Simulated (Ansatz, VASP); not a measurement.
## Co: VASP beside Ansatz

The input INCAR:

```
ALGO     = Fast           # electronic algorithm
EDIFF    = 1E-6           # SCF threshold, eV
EDIFFG   = -0.01          # ionic threshold
ENCUT    = 600            # plane-wave cutoff, eV
GGA      = PE             # functional
IBRION   = 2              # ionic algorithm
ISIF     = 3              # what is computed and relaxed
ISMEAR   = 0              # smearing method
ISPIN    = 2              # spin polarisation
LASPH    = True           # aspherical terms in the spheres
LCHARG   = False          # write CHGCAR
LMAXMIX  = 4              # l up to which the mixer works
LORBIT   = 11             # projections on sites
LREAL    = False          # projectors in reciprocal space
LWAVE    = False          # write WAVECAR
MAGMOM   = 2.12 2.12 2.12 # initial moments
NELM     = 150            # most SCF steps
NSW      = 100            # ionic steps
PREC     = Accurate       # precision mode
SIGMA    = 0.1            # smearing width, eV
```

The input KPOINTS:

```
k-points
0
Gamma
  14 14 14
```

The input POSCAR:

```
Co
1.0
    3.4134367094      0.0000000000      0.0000000000
    0.0000000000      3.4134367094      0.0000000000
    0.0000000000      0.0000000000      3.4134367094
Co
3
Direct
    0.5000000000      0.0000000000      0.0000000000
    0.0000000000      0.5000000000      0.0000000000
    0.0000000000      0.0000000000      0.5000000000
```

Input for Ansatz:

```yaml
crystal:
  lattice:
    - [3.4134367094, 0.0, 0.0]
    - [0.0, 3.4134367094, 0.0]
    - [0.0, 0.0, 3.4134367094]
  atoms:
    - { symbol: Co, position: [0.5, 0.0, 0.0], spin: 2.12 }
    - { symbol: Co, position: [0.0, 0.5, 0.0], spin: 2.12 }
    - { symbol: Co, position: [0.0, 0.0, 0.5], spin: 2.12 }
basis:
  ecutwfc: 420
kpoints:
  mp_grid: { grid: [14, 14, 14] }
hamiltonian:
  xc: pbe
scf:
  occupations: { method: gaussian, width: 0.1 }
output:
  forces: true
  stress: true
  eigenvalues: true
  populations: true
  write_density: true
  write_potential: true
  elf: true
  volumetric_format: npy
magnetization:
  spin_polarized: true
relax:
  adjacent_minimum: "off"
  f_tol: 0.01
  max_steps: 80
  cell: { stress_tol: 0.05 }
```

Alike in both runs: task relaxation of cell and atoms; functional PBE; k mesh 14 × 14 × 14; occupations gaussian, width 0.1 eV; collinear spin.

|  | VASP | Ansatz |
| --- | --- | --- |
| version | VASP 6.6.1 | Ansatz 0.2.0 |
| potentials or method | VASP PAW PBE potentials, release 64 (Co), cutoff 600 eV | scalar-relativistic, plane waves, PAW |
| valence electrons in the cell | 27 | 51 |

VASP gave:

| Property | Result |
| --- | --- |
| gap on the k mesh at the Fermi level, each at its own relaxed structure (eV) | none |
| net moment per atom (μB) | 1.85 |
| size of the moment on the site where the two differ most (μB) | 1.87 |
| relaxed volume (Å³/atom) | 13.16 |
| relaxed length of the cell vector where the two differ most in proportion (Å) | 3.405 |

**Question.** What did Ansatz give for the same quantities?

**Answer.** gap on the k mesh at the Fermi level, each at its own relaxed structure (eV): none; net moment per atom (μB): 1.86; size of the moment on the site where the two differ most (μB): 1.91; relaxed volume (Å³/atom): 13.22; relaxed length of the cell vector where the two differ most in proportion (Å): 3.410.

Site moments also hang on the region over which each program counts them. A gap of «none» marks a metal or a gap that the smearing closes. VASP's potentials hold 27 valence electrons a cell and Ansatz's 51, so a difference there can come from the potentials and not from the codes.
